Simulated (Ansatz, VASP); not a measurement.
One calculation of Al4Si, two programs

```
Al Si
1.0
     2.81680    0.00000    0.00000
     0.00000    3.98356    0.00000
     0.00000    0.00000   21.63360
Al Si
4 1
Direct
  0.00000 0.00000 0.37493
  0.50000 0.50000 0.43522
  0.50000 0.50000 0.56478
  0.00000 0.00000 0.62507
  0.00000 0.00000 0.50000
```

Alike in both runs: task single point; functional LDA; k mesh 13 × 9 × 1; occupations fermi-dirac, width 0.05 eV; no spin polarisation.

|  | VASP | Ansatz |
| --- | --- | --- |
| version | VASP 6.6.1 | Ansatz 0.2.0 |
| potentials or method | VASP PAW LDA potentials, release 64 (Al, Si), cutoff 400 eV | all-electron LAPW, scalar-relativistic |

VASP gave:

```
rms of the force components (eV/Å) : 0.137
```

Task: What did Ansatz give for the same quantities?

Result: rms of the force components (eV/Å): 0.138.

LDA's correlation is that of Perdew and Zunger in VASP and of Perdew and Wang (1992) in Ansatz. Ansatz ran all-electron here, and VASP with PAW potentials.
